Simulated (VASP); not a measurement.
Wanted: the native input for a VASP 6.6.1 run.

```yaml
Task: single point
Functional: r2SCAN
Potentials_or_basis: VASP PAW PBE potentials, release 64 (B, O)
Cutoff: 520 eV
k_mesh: 15 × 15 × 15
Occupations: fermi-dirac, width 0.1 eV
Spin: no spin polarisation
Dipole_correction: no
Further_INCAR_settings: ALGO = Normal; EDIFF = 1e-07; NBANDS = 12
```

Crystal: BO (rock salt type).

```
CELL_PARAMETERS angstrom
0.00000 1.91180 1.91180
1.91180 0.00000 1.91180
1.91180 1.91180 0.00000
ATOMIC_POSITIONS crystal
B 0.00000 0.00000 0.00000
O 0.50000 0.50000 0.50000
```

These files were run (other wordings do the same):

POSCAR

```
BO
1.0
    0.0000000000      1.9118006577      1.9118006577
    1.9118006577      0.0000000000      1.9118006577
    1.9118006577      1.9118006577      0.0000000000
B O
1 1
Direct
    0.0000000000      0.0000000000      0.0000000000
    0.5000000000      0.5000000000      0.5000000000
```

INCAR.step1

```
ALGO     = Normal         # electronic algorithm
EDIFF    = 1E-4           # SCF threshold, eV
ENCUT    = 520            # plane-wave cutoff, eV
GGA      = PE             # functional
ISMEAR   = -1             # smearing method
LASPH    = True           # aspherical terms in the spheres
LCHARG   = False          # write CHGCAR
LREAL    = False          # projectors in reciprocal space
LWAVE    = True           # write WAVECAR
NBANDS   = 12             # bands
NELM     = 60             # most SCF steps
PREC     = Accurate       # precision mode
SIGMA    = 0.1            # smearing width, eV
```

INCAR.step2

```
ALGO     = Normal         # electronic algorithm
EDIFF    = 1E-7           # SCF threshold, eV
ENCUT    = 520            # plane-wave cutoff, eV
ISIF     = 2              # what is computed and relaxed
ISMEAR   = -1             # smearing method
ISTART   = 1            
LASPH    = True           # aspherical terms in the spheres
LCHARG   = False          # write CHGCAR
LMIXTAU  = True         
LREAL    = False          # projectors in reciprocal space
LWAVE    = False          # write WAVECAR
METAGGA  = R2SCAN         # meta-GGA
NBANDS   = 12             # bands
NELM     = 60             # most SCF steps
PREC     = Accurate       # precision mode
SIGMA    = 0.1            # smearing width, eV
```

KPOINTS

```
k-points
0
Gamma
  15 15 15
```

Potentials or basis: VASP PAW PBE potentials, release 64 (B, O).

Command:

```sh
$ cat potpaw_PBE.64/B/POTCAR potpaw_PBE.64/O/POTCAR > POTCAR
$ cp INCAR.step1 INCAR
$ mpirun -np 1 vasp_std > vasp.out
$ cp INCAR.step2 INCAR
$ mpirun -np 1 vasp_std > vasp.out
```

Results of the run:

The pressure is 8.6 GPa.

Caveat: the PAW data sets were made with another functional, which shifts forces and pressure a little; an odd number of electrons without spin polarisation forces a metal; a magnetic or distorted state may lie lower.

It took 69 s on 1 thread of Intel(R) Xeon(R) Platinum 8259CL CPU @ 2.50GHz (Skylake/Cascade Lake) (shared host), peak memory 0.13 GiB.
